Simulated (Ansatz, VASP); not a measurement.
# One calculation of Ge, two programs

The input INCAR:

```
SYSTEM = Ge
ALGO = Normal
EDIFF = 1E-6
ENCUT = 520
GGA = PS
ISIF = 2
ISMEAR = -1
LASPH = .True.
LCHARG = .True.
LELF = .True.
LREAL = .False.
LVHAR = .True.
LWAVE = .False.
NBANDS = 21
NELM = 60
PREC = Accurate
SIGMA = 0.05
```

KPOINTS

```
k-points
0
Gamma
  11 11 11
  0 0 0
```

Contents of POSCAR:

```
Ge
1.0
    0.0000000000      2.8659949267      2.8659949267
    2.8659949267      0.0000000000      2.8659949267
    2.8659949267      2.8659949267      0.0000000000
Ge
2
Direct
    0.5000000000      0.5000000000      0.5000000000
    0.7500000000      0.7500000000      0.7500000000
```

Input for Ansatz:

```yaml
crystal:
  lattice:
    - [0.0, 2.8659949267, 2.8659949267]
    - [2.8659949267, 0.0, 2.8659949267]
    - [2.8659949267, 2.8659949267, 0.0]
  atoms:
    - { symbol: Ge, position: [0.5, 0.5, 0.5] }
    - { symbol: Ge, position: [0.75, 0.75, 0.75] }
kpoints:
  mp_grid: { grid: [11, 11, 11] }
  band_path:
    path:
      - [0.0, 0.0, 0.0]
      - [0.5, 0.0, 0.5]
      - [0.625, 0.25, 0.625]
      - [0.375, 0.375, 0.75]
      - [0.0, 0.0, 0.0]
      - [0.5, 0.5, 0.5]
      - [0.5, 0.25, 0.75]
      - [0.5, 0.0, 0.5]
    npoints: 5
scf:
  occupations: { method: fermi_dirac, width: 0.05 }
hamiltonian:
  xc: pbesol
  pseudopotentials: { kind: all_electron, lapw: { basis_error: 0.0005 } }
output:
  forces: true
  stress: true
  eigenvalues: true
```

Change from the starting cell: volume scaled by 1.04.

Alike in both runs: task single point; functional PBEsol; k mesh 11 × 11 × 11; occupations fermi-dirac, width 0.05 eV; no spin polarisation.

|  | VASP | Ansatz |
| --- | --- | --- |
| version | VASP 6.6.1 | Ansatz 0.2.0 |
| potentials or method | VASP PAW PBE potentials, release 64 (Ge_d), cutoff 520 eV | all-electron LAPW, scalar-relativistic |

```tsv
	VASP	Ansatz	Ansatz less VASP
pressure (GPa)	-1.9	-1.8	+0.08
```

VASP's potentials were made for PBE, not for PBEsol. Ansatz ran all-electron here, and VASP with PAW potentials.
